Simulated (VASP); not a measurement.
# SiC5 (P-62m) in VASP: further runs, part 2 of 2

VASP 6.6.1. Earlier steps stand in the parts before.

## 3. Relaxation of cell and atoms, PBE

File INCAR:

```
SYSTEM = SiC5
PREC     = Accurate       ! precision mode
ENCUT    = 600            ! plane-wave cutoff, eV
EDIFF    = 1E-7           ! SCF threshold, eV
ISMEAR   = 0              ! smearing method
SIGMA    = 0.1            ! smearing width, eV
LREAL    = .FALSE.        ! projectors in reciprocal space
LASPH    = .TRUE.         ! aspherical terms in the spheres
NELM     = 100            ! most SCF steps
ALGO     = Normal         ! electronic algorithm
ISIF     = 3              ! what is computed and relaxed
LWAVE    = .FALSE.        ! write WAVECAR
LCHARG   = .FALSE.        ! write CHGCAR
GGA      = PE             ! functional
IBRION   = 2              ! ionic algorithm
NSW      = 100            ! ionic steps
EDIFFG   = -0.01          ! ionic threshold
```

File KPOINTS:

```
Automatic mesh
0
G
  12 12 6
  0 0 0
```

File POSCAR:

```
SiC5
1.0
    3.5842341411      0.0000000000      0.0000000000
   -1.7921170706      3.1040378193      0.0000000000
    0.0000000000      0.0000000000      7.2232011970
Si C
1 5
Direct
    0.0000000000      0.0000000000      0.5000000000
    0.0000000000      0.7745638050      0.0000000000
    0.7745638050      0.0000000000      0.0000000000
    0.2254361950      0.2254361950      0.0000000000
    0.3333333333      0.6666666667      0.5000000000
    0.6666666667      0.3333333333      0.5000000000
```

Potentials or basis: VASP PAW PBE potentials, release 64 (Si, C).

Run with:

```
> cat potpaw_PBE.64/Si/POTCAR potpaw_PBE.64/C/POTCAR > POTCAR
> mpirun -np 1 vasp_std > vasp.out
```

OUTCAR:

```text
SYSTEM = SiC5
   PREC = Accurate
   ENCUT = 600
   EDIFF = 1E-7
   ISMEAR = 0
   LREAL = .FALSE.
   LASPH = .TRUE.
   NELM = 100
   ISIF = 3
   GGA = PE
   IBRION = 2
   NSW = 100
   EDIFFG = -0.01

 ion  position               nearest neighbor table
   1  0.000  0.000  0.500-   5 2.07   6 2.07   6 2.07   5 2.07   6 2.07   5 2.07
   2  0.000  0.775  0.000-   4 1.40   3 1.40
   3  0.775  0.000  0.000-   4 1.40   2 1.40
   4  0.225  0.225  0.000-   3 1.40   2 1.40
   5  0.333  0.667  0.500-   6 2.07   6 2.07   1 2.07   1 2.07   1 2.07   6 2.07
   6  0.667  0.333  0.500-   5 2.07   5 2.07   1 2.07   1 2.07   1 2.07   5 2.07

  LATTYP: Found a hexagonal cell.
 ALAT       =     3.5842341411
 C/A-ratio  =     2.0152704630

  Lattice vectors:

 A1 = (   3.5842341411,   0.0000000000,   0.0000000000)
 A2 = (  -1.7921170706,   3.1040378193,   0.0000000000)
 A3 = (   0.0000000000,   0.0000000000,   7.2232011970)

Analysis of symmetry for initial positions (statically):
=====================================================================
 Subroutine PRICEL returns:
 Original cell was already a primitive cell.

 Routine SETGRP: Setting up the symmetry group for a
 hexagonal supercell.

 Subroutine GETGRP returns: Found 12 space group operations
 (whereof 12 operations were pure point group operations)
 out of a pool of 24 trial point group operations.

The static configuration has the point symmetry D_3h.

Analysis of symmetry for dynamics (positions and initial velocities):
=====================================================================
 Subroutine PRICEL returns:
 Original cell was already a primitive cell.

 Routine SETGRP: Setting up the symmetry group for a
 hexagonal supercell.

 Subroutine GETGRP returns: Found 12 space group operations
 (whereof 12 operations were pure point group operations)
[... 155 lines left out ...]
  ---------------------------------------------------
  ext. energy  EPLUGINS =         0.00000000
  ---------------------------------------------------
  free energy    TOTEN  =       -33.59658898 eV

  energy without entropy =      -33.57973641  energy(sigma->0) =      -33.58816270

------------------------ aborting loop because EDIFF is reached ----------------------------------------

  FORCE on cell =-STRESS in cart. coord.  units (eV):
  Direction    XX          YY          ZZ          XY          YZ          ZX
  --------------------------------------------------------------------------------------
  -------------------------------------------------------------------------------------
  Total        0.7133120      0.7133120      0.1654583     -0.0000000     -0.0000000      0.0000000
  in kB       14.2212260     14.2212260      3.2987240     -0.0000000     -0.0000000      0.0000000
  external PRESSURE =      10.5803920 kB  Pullay stress =       0.0000000 kB
[... 101 lines left out ...]
  FREE ENERGIE OF THE ION-ELECTRON SYSTEM (eV)
  ---------------------------------------------------
  free  energy   TOTEN  =       -33.5997648290 eV

  energy  without entropy=      -33.5832219960  energy(sigma->0) =      -33.59149341

[... ionic steps 4 to 18 ...]

--------------------------------------- Ionic step       19  -------------------------------------------

 number of electron      24.0000000 magnetization

------------------------ aborting loop because EDIFF is reached ----------------------------------------
[... 75 lines left out ...]
--------------------------------------- Ionic step       21  -------------------------------------------

 number of electron      24.0000000 magnetization

 Free energy of the ion-electron system (eV)
  ---------------------------------------------------
  ext. energy  EPLUGINS =         0.00000000
  ---------------------------------------------------
  free energy    TOTEN  =       -33.60699647 eV

  energy without entropy =      -33.58998592  energy(sigma->0) =      -33.59849119

 E-fermi :   2.2331     XC(G=0):  -8.5871

 val. band max:        2.2329563678   @ k =   0.3333   0.0833   0.3333
 cond. band min:       2.2370370706   @ k =   0.3333   0.0833   0.5000
 fundamental gap:      0.0040807028
 Fermi energy:         2.2331084764

 k-point     1 :       0.0000    0.0000    0.0000
  band No.  band energies     occupation
      1     -16.8193      2.00000
      2     -13.4151      2.00000
      3      -4.2081      2.00000
      4      -3.8520      2.00000
      5      -3.6000      2.00000
      6      -3.6000      2.00000
[... 433 lines left out ...]
      3      -7.7816      2.00000
      4      -6.9357      2.00000
      5      -4.3981      2.00000
      6      -4.1549      2.00000
[... 8 lines left out ...]
     15       4.1181      0.00000
     16       4.2308      0.00000

 [... further k-points ...]

------------------------ aborting loop because EDIFF is reached ----------------------------------------

  FORCE on cell =-STRESS in cart. coord.  units (eV):
  Direction    XX          YY          ZZ          XY          YZ          ZX
  --------------------------------------------------------------------------------------
  -------------------------------------------------------------------------------------
  Total        0.0209850      0.0209850      0.0034785     -0.0000000      0.0000000      0.0000000
  in kB        0.3766302      0.3766302      0.0624307     -0.0000000      0.0000000      0.0000000
  external PRESSURE =       0.2718971 kB  Pullay stress =       0.0000000 kB
[... 21 lines left out ...]
  FREE ENERGIE OF THE ION-ELECTRON SYSTEM (eV)
  ---------------------------------------------------
  free  energy   TOTEN  =       -33.6069964683 eV

  energy  without entropy=      -33.5899859185  energy(sigma->0) =      -33.59849119

 reached required accuracy - stopping structural energy minimisation
```

OSZICAR:

```text
N       E                     dE             d eps       ncg     rms          rms(c)
DAV:   1     0.828653579767E+02    0.82865E+02   -0.11891E+04  2432   0.146E+03
[... 210 lines left out ...]
DAV:   1    -0.336101825281E+02   -0.32154E-02   -0.10565E-01  2432   0.217E+00    0.229E-01
DAV:   2    -0.336077675433E+02    0.24150E-02   -0.38402E-03  2432   0.373E-01    0.125E-01
DAV:   3    -0.336075618700E+02    0.20567E-03   -0.12268E-03  2888   0.205E-01    0.118E-01
DAV:   4    -0.336070130410E+02    0.54883E-03   -0.71665E-04  3224   0.128E-01    0.256E-02
DAV:   5    -0.336070071837E+02    0.58573E-05   -0.23399E-04  2904   0.758E-02    0.144E-02
DAV:   6    -0.336069964800E+02    0.10704E-04   -0.37367E-05  2960   0.308E-02    0.594E-03
DAV:   7    -0.336069964444E+02    0.35528E-07   -0.34187E-06  3360   0.119E-02    0.156E-03
DAV:   8    -0.336069964683E+02   -0.23823E-07   -0.67271E-07  3320   0.423E-03
  21 F= -.33606996E+02 E0= -.33598491E+02  d E =-.686784E-04
```

Run time: 44 min. Hardware: 1 thread of Intel Xeon 8259CL, shared host; peak memory 0.3 GiB.

What came out:

* Free energy: -33.6070 eV
* Relaxed volume: 14.88 Å³/atom
* Relaxed cell: a = 3.594 Å, b = 3.594 Å, c = 7.981 Å, α = 90.00°, β = 90.00°, γ = 120.00°
* Space group after relaxing (to 0.1 Å): P-62m (No. 189)
* Energy gained by relaxing: 1.7 meV/atom
* Ionic steps: 21
* Pressure after relaxing: 0.0 GPa
* Largest force after relaxing: 0.007 eV/Å
* Band gap on the k mesh: zero (bands 12 and 13 overlap by 1.45 eV)

Forces in eV/Å, atoms in the order of the input:
```
Si   0.000  0.000  0.000
C    0.003 -0.006  0.000
C   -0.007  0.000  0.000
C    0.003  0.006  0.000
C    0.000  0.000  0.000
C    0.000  0.000  0.000
```

The path:
```csv
step,energy change (eV),largest force (eV/Å),pressure (GPa),volume (Å³)
1,0.0000,0.4027,1.06,80.36
2,0.0440,1.5071,-2.98,81.40
3,-0.0032,0.0208,0.18,80.57
4,-0.0032,0.0125,0.19,80.56
5,-0.0034,0.0027,0.12,80.72
6,-0.0037,0.0267,-0.08,81.20
7,-0.0038,0.0240,-0.08,81.27
8,-0.0042,0.0158,-0.10,81.47
9,-0.0048,0.0001,-0.12,81.87
10,-0.0060,0.0323,-0.17,82.68
11,-0.0077,0.0945,-0.25,84.29
12,-0.0092,0.2130,-0.40,87.52
13,-0.0093,0.1952,-0.37,87.61
14,-0.0098,0.1416,-0.26,87.87
15,-0.0103,0.0336,-0.05,88.39
16,-0.0103,0.0208,0.06,88.66
17,-0.0103,0.0161,0.05,88.63
18,-0.0103,0.0154,0.05,88.66
19,-0.0104,0.0142,0.04,88.75
20,-0.0104,0.0116,0.04,88.92
21,-0.0104,0.0066,0.03,89.27
```

Final structure:
```xyz
6
Lattice="3.5937 0.0000 0.0000 -1.7969 3.1123 0.0000 0.0000 0.0000 7.9814" Properties=species:S:1:pos:R:3 pbc="T T T"
Si    0.0000    0.0000    3.9907
C    -1.3909    2.4090    0.0000
C     2.7817    0.0000    0.0000
C     0.4060    0.7032    0.0000
C     0.0000    2.0748    3.9907
C     1.7969    1.0374    3.9907
```

## 4. Relaxation of cell and atoms, PBE

This run uses another cell than the first one, of 15.39 Å³/atom.

File INCAR:

```
ALGO = Normal
EDIFF = 1E-6
EDIFFG = -0.01
ENCUT = 600
GGA = PE
IBRION = 2
ISIF = 3
ISMEAR = 0
LASPH = True
LCHARG = False
LREAL = False
LWAVE = False
NELM = 60
NSW = 100
PREC = Accurate
SIGMA = 0.1
```

File KPOINTS:

```
k-points
0
Gamma
  12 12 6
```

File POSCAR:

```
SiC5
1.0
    3.5962721156      0.0000000000      0.0000000000
   -1.7981360578      3.1144630110      0.0000000000
    0.0000000000      0.0000000000      8.2455264792
Si C
1 5
Direct
    0.0000000000      0.0000000000      0.5000000000
    0.0000000000      0.7747997484      0.0000000000
    0.7747997484      0.0000000000      0.0000000000
    0.2252002516      0.2252002516      0.0000000000
    0.3333333333      0.6666666667      0.5000000000
    0.6666666667      0.3333333333      0.5000000000
```

Run with:

```
> cat potpaw_PBE.64/Si/POTCAR potpaw_PBE.64/C/POTCAR > POTCAR
> mpirun -np 1 vasp_std > vasp.out
```

It took 7.7 min on 1 thread of Intel Xeon 8259CL, shared host; peak memory 0.32 GiB.

Results (log left out):

| Property | Result |
| --- | --- |
| Free energy | -33.6143 eV |
| Relaxed volume | 15.37 Å³/atom |
| Relaxed cell | a = 3.595 Å, b = 3.595 Å, c = 8.242 Å, α = 90.00°, β = 90.00°, γ = 120.00° |
| Space group after relaxing (to 0.1 Å) | P-62m (No. 189) |
| Energy gained by relaxing | 0.1 meV/atom |
| Ionic steps | 4 |
| Pressure after relaxing | -0.1 GPa |
| Band gap on the k mesh | zero (bands 12 and 13 overlap by 1.46 eV) |

Step by step:
```csv
step,energy change (eV),largest force (eV/Å),pressure (GPa),volume (Å³)
1,0.0000,0.1797,0.12,92.35
2,0.0067,0.6171,-1.14,92.51
3,-0.0005,0.0080,-0.15,92.39
4,-0.0006,0.0007,-0.05,92.23
```

Final structure:
```yaml
crystal:
  lattice:
    - [3.59462, 0.00000, 0.00000]
    - [-1.79731, 3.11304, 0.00000]
    - [0.00000, 0.00000, 8.24189]
  atoms:
    - { symbol: Si, position: [0.00000, 0.00000, 0.50000] }
    - { symbol: C, position: [0.00000, 0.77412, 0.00000] }
    - { symbol: C, position: [0.77412, 0.00000, 0.00000] }
    - { symbol: C, position: [0.22588, 0.22588, 0.00000] }
    - { symbol: C, position: [0.33333, 0.66667, 0.50000] }
    - { symbol: C, position: [0.66667, 0.33333, 0.50000] }
```

Levels at points of the mesh, in eV from the Fermi level:
```csv
k point,band 8,band 9,band 10,band 11,band 12,band 13,band 14,band 15,band 16
"(0.00, 0.00, 0.00)",-4.38,-4.38,-4.27,-2.33,-2.33,-0.86,-0.86,0.63,2.78
"(0.50, 0.00, 0.00)",-4.89,-3.94,-2.18,-1.23,0.41,0.90,1.35,2.88,3.48
"(0.00, 0.00, 0.50)",-4.38,-4.38,-4.27,-2.33,-2.33,-0.86,-0.86,0.71,2.78
"(0.50, 0.00, 0.50)",-4.80,-3.94,-2.15,-1.28,0.42,0.91,1.24,2.85,3.49
```

## 5. Overview

| task | spin | cell | k mesh | cutoff (eV) | gap on the mesh (eV) | pressure (GPa) | relaxed volume (Å³/atom) | largest force (eV/Å) |
| --- | --- | --- | --- | --- | --- | --- | --- | --- |
| single point | collinear | a = 3.584, b = 3.584, c = 7.223 Å, angles 90.0, 90.0, 120.0°, 6 atoms | 6 × 6 × 4 | 520 | none | 0.4 | - | 0.15 |
| relaxation of cell and atoms | off | relaxed from a = 3.584, b = 3.584, c = 7.223 Å, angles 90.0, 90.0, 120.0°, 6 atoms | 12 × 12 × 6 | 600 | none | 0.0 | 14.88 | 0.01 |
| relaxation of cell and atoms | off | relaxed from a = 3.596, b = 3.596, c = 8.246 Å, angles 90.0, 90.0, 120.0°, 6 atoms | 12 × 12 × 6 | 600 | none | -0.1 | 15.37 | - |

Alike in all rows: level PBE; potentials or basis VASP PAW PBE potentials, release 64 (Si, C); smearing gaussian 0.1 eV.

Total energies depend on the potentials used, so only differences within one code and one set of settings carry meaning.
